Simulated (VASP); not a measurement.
# Ba (P4/mmm) in VASP: settings compared

The runs below take Ba through single point, with RPBE, LDA, PBE.

Everything below comes from runs of VASP 6.6.1. Logs are shortened: lines on timing, memory, paths and dates and some standing lists are left out, and cuts for length are marked.

## (1) The cell of the first run

It takes space group P4/mmm (No. 123, tetragonal). The conventional cell has a = 4.000 Å, b = 4.000 Å, c = 3.606 Å, α = 90.00°, β = 90.00°, γ = 90.00°. Ba (site symmetry 4/mmm) has 6 Ba at 3.61 to 4.00 Å within 4.7 Å.

## (2) Single point, RPBE

Input file INCAR:

```
ALGO = Normal
EDIFF = 1E-6
ENCUT = 520
GGA = RP
ISIF = 2
ISMEAR = 0
LASPH = T
LCHARG = T
LELF = T
LREAL = F
LVHAR = T
LWAVE = F
NBANDS = 11
NELM = 100
PREC = Accurate
SIGMA = 0.02
```

Input file KPOINTS:

```
k-points
0
Gamma
  7 7 7
```

Input file POSCAR:

```
Ba
1.0
    3.9996500000      0.0000000000      0.0000000000
    0.0000000000      3.9996500000      0.0000000000
    0.0000000000      0.0000000000      3.6055390000
Ba
1
Direct
    0.5000000000      0.5000000000      0.5000000000
```

Potentials or basis: VASP PAW PBE potentials, release 64 (Ba_sv).

Launch:

```sh
$ cat potpaw_PBE.64/Ba_sv/POTCAR > POTCAR
$ mpirun -np 1 vasp_std > vasp.out
```

OUTCAR:

```text
EDIFF = 1E-6
   ENCUT = 520
   GGA = RP
   ISIF = 2
   ISMEAR = 0
   LASPH = T
   LREAL = F
   NELM = 100
   PREC = Accurate

 ion  position               nearest neighbor table
   1  0.500  0.500  0.500-

  LATTYP: Found a simple tetragonal cell.
 ALAT       =     3.9996500000
 C/A-ratio  =     0.9014636281

  Lattice vectors:

 A1 = (   3.9996500000,   0.0000000000,   0.0000000000)
 A2 = (   0.0000000000,   3.9996500000,   0.0000000000)
 A3 = (   0.0000000000,   0.0000000000,   3.6055390000)

Analysis of symmetry for initial positions (statically):
=====================================================================
 Subroutine PRICEL returns:
 Original cell was already a primitive cell.

 Routine SETGRP: Setting up the symmetry group for a
 simple tetragonal supercell.

 Subroutine GETGRP returns: Found 16 space group operations
 (whereof 16 operations were pure point group operations)
 out of a pool of 16 trial point group operations.

The static configuration has the point symmetry D_4h.

Analysis of symmetry for dynamics (positions and initial velocities):
=====================================================================
 Subroutine PRICEL returns:
 Original cell was already a primitive cell.

 Routine SETGRP: Setting up the symmetry group for a
 simple tetragonal supercell.

 Subroutine GETGRP returns: Found 16 space group operations
 (whereof 16 operations were pure point group operations)
 out of a pool of 16 trial point group operations.

The dynamic configuration has the point symmetry D_4h.

 Subroutine INISYM returns: Found 16 space group operations
 (whereof 16 operations are pure point group operations),
 and found     1 'primitive' translations

----------------------------------------------------------------------------------------

                                     Primitive cell

  volume of cell :      57.6785

  direct lattice vectors                    reciprocal lattice vectors
     3.999650000  0.000000000  0.000000000     0.250021877  0.000000000  0.000000000
     0.000000000  3.999650000  0.000000000     0.000000000  0.250021877  0.000000000
     0.000000000  0.000000000  3.605539000     0.000000000  0.000000000  0.277351042

  length of vectors
     3.999650000  3.999650000  3.605539000     0.250021877  0.250021877  0.277351042

  position of ions in fractional coordinates (direct lattice)
     0.500000000  0.500000000  0.500000000

  ion indices of the primitive-cell ions
   primitive index   ion index
                 1           1

----------------------------------------------------------------------------------------

 KPOINTS: k-points

Automatic generation of k-mesh.
 Grid dimensions read from file:
 generate k-points for:    7    7    7

 Generating k-lattice:

  Cartesian coordinates                     Fractional coordinates (reciprocal lattice)
     0.035717411  0.000000000  0.000000000     0.142857143  0.000000000  0.000000000
     0.000000000  0.035717411  0.000000000     0.000000000  0.142857143  0.000000000
     0.000000000  0.000000000  0.039621577     0.000000000  0.000000000  0.142857143

  Length of vectors
     0.035717411  0.035717411  0.039621577

  Shift w.r.t. Gamma in fractional coordinates (k-lattice)
     0.000000000  0.000000000  0.000000000

 Subroutine IBZKPT returns following result:
 ===========================================

 Found     40 irreducible k-points:

 Following reciprocal coordinates:
            Coordinates               Weight
  0.000000  0.000000  0.000000      1.000000
  0.142857  0.000000  0.000000      4.000000
  0.285714  0.000000  0.000000      4.000000
  0.428571  0.000000  0.000000      4.000000
  0.142857  0.142857  0.000000      4.000000
  0.285714  0.142857  0.000000      8.000000
[... 16 lines left out ...]
  0.285714  0.000000  0.285714      8.000000
  0.428571  0.000000  0.285714      8.000000
 [... further k-points ...]
   k-points           NKPTS =     40   k-points in BZ     NKDIM =     40   number of bands    NBANDS=     11
   number of dos      NEDOS =    301   number of ions     NIONS =      1
   total plane-waves  NPLWV =  25200
   dimension x,y,z NGX =    30 NGY =   30 NGZ =   28
   dimension x,y,z NGXF=    60 NGYF=   60 NGZF=   56
   ions per type =               1
   NGX,Y,Z   is equivalent  to a cutoff of  12.47, 12.47, 12.91 a.u.
   NGXF,Y,Z  is equivalent  to a cutoff of  24.94, 24.94, 25.82 a.u.
 SYSTEM =  unknown system
   PREC   = accura    normal or accurate (medium, high low for compatibility)
   ISTART =      0    job   : 0-new  1-cont  2-samecut
   ICHARG =      2    charge: 1-file 2-atom 10-const
   ISPIN  =      1    spin polarized calculation?
   LNONCOLLINEAR =      F non collinear calculations
   LSORBIT =      F    spin-orbit coupling
   LASPH  =      T    aspherical Exc in radial PAW
   ENCUT  =  520.0 eV  38.22 Ry    6.18 a.u.   7.44  7.44  6.70*2*pi/ulx,y,z
   NELM   =    100;   NELMIN=  2; NELMDL= -5     # of ELM steps
   EDIFF  = 0.1E-05   stopping-criterion for ELM
   LREAL  =      F    real-space projection
   EDIFFG = 0.1E-04   stopping-criterion for IOM
   NSW    =      0    number of steps for IOM
   IBRION =     -1    ionic relax: 0-MD 1-quasi-New 2-CG
   NFREE  =      0    steps in history (QN), initial steepest desc. (CG)
   ISIF   =      2    stress and relaxation
   ISYM   =      2    0-nonsym 1-usesym 2-fastsym
   POTIM  = 0.5000    time-step for ionic-motion
   TEBEG  =    0.0;   TEEND  =   0.0 temperature during run
   PSTRESS=    0.0 pullay stress
   NELECT =      10.0000    total number of electrons
   NUPDOWN=      -1.0000    fix difference up-down
   EMIN   =  10.00;   EMAX   =-10.00  energy-range for DOS
   EFERMI =   0.00;   METHOD = LEGACY
   ISMEAR =     0;   SIGMA  =   0.02  broadening in eV -4-tet -1-fermi 0-gaus
   EFERMI_NEDOS =   21; number of points for ismear=-14 and -15
   IALGO  =     38    algorithm
   IMIX   =      4    mixing-type and parameters
     AMIX     =   0.40;   BMIX     =  1.00
     AMIX_MAG =   1.60;   BMIX_MAG =  1.00
  volume/ion in A,a.u.               =      57.68       389.23
  Fermi-wavevector in a.u.,A,eV,Ry     =   0.912858  1.725052 11.337878  0.833311
  Thomas-Fermi vector in A             =   2.037303
   LORBIT       =      0    0 simple, 1 ext, 2 COOP (PROOUT), +10 PAW based schemes
   GGA     = RP    functional components
   LHFCALC =     F    Hartree Fock is set to
   AEXX    =    0.0000 exact exchange contribution
   IVDW    =     0    specifies the selected vdW correction
   LEPSILON=     F    determine dielectric tensor
   LRPA    =     F    only Hartree local field effects (RPA)
 non-spin polarized calculation
 Gauss-broadening in eV      SIGMA  =   0.02
  energy-cutoff  :      520.00
  volume of cell :       57.68
 maximum number of plane-waves:      1573
 NGX is ok and might be reduce to    30
   NGX = 15   NGY = 15   NGZ = 13

 number of electron      10.0000000 magnetization

 number of electron       9.9999999 magnetization

 Free energy of the ion-electron system (eV)
  ---------------------------------------------------
  ext. energy  EPLUGINS =         0.00000000
  ---------------------------------------------------
  free energy    TOTEN  =        -1.28178965 eV

  energy without entropy =       -1.28178767  energy(sigma->0) =       -1.28178866

 E-fermi :   1.8392     XC(G=0):  -7.5588

 val. band max:        1.7919613158   @ k =   0.4286   0.4286   0.4286
 cond. band min:       1.8865065388   @ k =   0.1429   0.1429   0.4286
 fundamental gap:      0.0945452230
 Fermi energy:         1.8392341444

 k-point     1 :       0.0000    0.0000    0.0000
  band No.  band energies     occupation
      1     -27.1912      2.00000
      2     -12.0583      2.00000
      3     -12.0583      2.00000
      4     -11.7217      2.00000
      5      -0.5599      2.00000
      6       1.9776      0.00000
      7       2.0208      0.00000
      8       6.6590      0.00000
      9       7.4555      0.00000
     10       7.4555      0.00000
     11       9.4402      0.00000

 k-point     2 :       0.1429    0.0000    0.0000
  band No.  band energies     occupation
      1     -27.1817      2.00000
      2     -12.1875      2.00000
      3     -12.0472      2.00000
      4     -11.7121      2.00000
      5      -0.2675      2.00000
      6       2.0609      0.00000
      7       2.2777      0.00000
      8       6.0115      0.00000
      9       6.9579      0.00000
     10       7.4924      0.00000
     11       8.5152      0.00000

 k-point     3 :       0.2857    0.0000    0.0000
  band No.  band energies     occupation
      1     -27.1602      2.00000
      2     -12.4617      2.00000
      3     -12.0220      2.00000
      4     -11.6905      2.00000
      5       0.4214      2.00000
      6       2.2511      0.00000
      7       2.7965      0.00000
      8       5.0958      0.00000
      9       6.1619      0.00000
     10       7.5778      0.00000
     11       7.6327      0.00000

 k-point     4 :       0.4286    0.0000    0.0000
  band No.  band energies     occupation
      1     -27.1429      2.00000
      2     -12.6676      2.00000
      3     -12.0017      2.00000
      4     -11.6730      2.00000
      5       1.1231      2.00000
      6       2.4286      0.00000
      7       2.8167      0.00000
      8       4.5655      0.00000
      9       5.6766      0.00000
     10       7.6492      0.00000
     11       8.1592      0.00000
[... 239 lines left out ...]
 k-point    22 :       0.1429    0.0000    0.2857
  band No.  band energies     occupation
      1     -27.0867      2.00000
      2     -12.6066      2.00000
      3     -12.0836      2.00000
      4     -11.9523      2.00000
      5       0.8519      2.00000
      6       2.7171      0.00000
      7       3.6038      0.00000
      8       4.7471      0.00000
      9       5.0065      0.00000
     10       6.4357      0.00000
     11       8.7517      0.00000

 k-point    23 :       0.2857    0.0000    0.2857
  band No.  band energies     occupation
      1     -27.0659      2.00000
      2     -12.5729      2.00000
      3     -12.3414      2.00000
      4     -11.9287      2.00000
      5       1.2962      2.00000
      6       2.5599      0.00000
      7       4.2671      0.00000
      8       4.6830      0.00000
      9       5.1320      0.00000
     10       5.6314      0.00000
     11       8.6873      0.00000

 k-point    24 :       0.4286    0.0000    0.2857
  band No.  band energies     occupation
      1     -27.0492      2.00000
      2     -12.5480      2.00000
      3     -12.5336      2.00000
      4     -11.9096      2.00000
      5       1.4858      2.00000
      6       2.3990      0.00000
      7       4.6405      0.00000
      8       5.0159      0.00000
      9       5.3048      0.00000
     10       5.3755      0.00000
     11       8.3908      0.00000

 [... further k-points ...]

------------------------ aborting loop because EDIFF is reached ----------------------------------------

  FORCE on cell =-STRESS in cart. coord.  units (eV):
  Direction    XX          YY          ZZ          XY          YZ          ZX
  --------------------------------------------------------------------------------------
  -------------------------------------------------------------------------------------
  Total       -0.0050679     -0.0050679      1.6087139      0.0000000     -0.0000000     -0.0000000
  in kB       -0.1407747     -0.1407747     44.6863850      0.0000000     -0.0000000     -0.0000000
  external PRESSURE =      14.8016119 kB  Pullay stress =       0.0000000 kB

 VOLUME and BASIS-vectors are now :
 -----------------------------------------------------------------------------
  energy-cutoff  :      520.00
  volume of cell :       57.68
      direct lattice vectors                 reciprocal lattice vectors
     3.999650000  0.000000000  0.000000000     0.250021877  0.000000000  0.000000000
     0.000000000  3.999650000  0.000000000     0.000000000  0.250021877  0.000000000
     0.000000000  0.000000000  3.605539000     0.000000000  0.000000000  0.277351042

 POSITION                                       TOTAL-FORCE (eV/Angst)
 -----------------------------------------------------------------------------------
      1.99982      1.99982      1.80277         0.000000      0.000000      0.000000
 -----------------------------------------------------------------------------------
    total drift:                                0.000000      0.000000      0.000000

  FREE ENERGIE OF THE ION-ELECTRON SYSTEM (eV)
  ---------------------------------------------------
  free  energy   TOTEN  =        -1.2817896467 eV

  energy  without entropy=       -1.2817876742  energy(sigma->0) =       -1.28178866
```

It took 7.6 s on 1 thread of Intel Xeon 6975P-C (Granite Rapids), shared host; peak memory 0.17 GiB.

What came out:

```
Free energy            : -1.2818 eV
Pressure               : 1.5 GPa
Band gap on the k mesh : zero (bands 5 and 6 overlap by 0.09 eV)
```

Levels at points of the mesh, in eV from the Fermi level:
```tsv
k point	band 3	band 4	band 5	band 6	band 7	band 8
(0.00, 0.00, 0.00)	-13.90	-13.56	-2.40	0.14	0.18	4.82
```

Caveat: the PAW data sets were made with another functional, which shifts forces and pressure a little; spin-orbit coupling is left out, which moves the levels of the heavy elements.

[end of part 1 of 3]

The gap in the log of VASP goes by the Fermi energy; the results here count the filled bands.